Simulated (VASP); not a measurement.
Write the native input for VASP 6.6.1 that does the following.

```yaml
Task: single point
Functional: PBEsol
Potentials_or_basis: VASP PAW PBE potentials, release 64 (Ti_sv, Si)
Cutoff: 520 eV
k_mesh: 12 × 6 × 10
Occupations: gaussian, width 0.15 eV
Spin: no spin polarisation
Dipole_correction: no
Further_INCAR_settings: ALGO = Normal; EDIFF = 1e-06; NBANDS = 42
```

The structure of TiSi lies in POSCAR:

```
TiSi
1.0
    3.8888550263      0.0000000000      0.0000000000
    0.0000000000      8.1848502286      0.0000000000
    0.0000000000      0.0000000000      4.1428981957
Ti Si
4 4
Direct
    0.0000000000      0.5000000000      0.0507500000
    0.5000000000      0.5000000000      0.5507500000
    0.5000000000      0.0000000000      0.5507500000
    0.0000000000      0.0000000000      0.0507500000
    0.0000000000      0.7500000000      0.5507500000
    0.0000000000      0.2500000000      0.5507500000
    0.5000000000      0.2500000000      0.0507500000
    0.5000000000      0.7500000000      0.0507500000
```

This cell differs from its parent crystal: strain +0.080 along x and y, +0.000 along z.

One way to write it, as run:

INCAR

```
PREC = Accurate ; ENCUT = 520
EDIFF = 1E-6 ; ISMEAR = 0
SIGMA = 0.15 ; LREAL = F
LASPH = T ; NELM = 100
ALGO = Normal ; ISIF = 2
LWAVE = F ; LCHARG = F
GGA = PS ; NBANDS = 42
```

KPOINTS

```
Automatic mesh
0
Gamma
  12 6 10
```

Potentials or basis: VASP PAW PBE potentials, release 64 (Ti_sv, Si).

The run is started by

```console
$ cat potpaw_PBE.64/Ti_sv/POTCAR potpaw_PBE.64/Si/POTCAR > POTCAR
$ mpirun -np 1 vasp_std > vasp.out
```

It gave:

```yaml
Pressure: -17.1 GPa
Band_gap_on_the_k_mesh: zero (band 32 reaches 9.21 eV, above the bottom of band 33 at 8.26 eV)
```

Caveat: the cell differs from its parent crystal (strain +0.080 along x and y, +0.000 along z); the PAW data sets were made with another functional, which shifts forces and pressure a little.

It took 9 min on 1 thread of Intel(R) Xeon(R) 6975P-C (Granite Rapids) (shared host), peak memory 0.71 GiB.
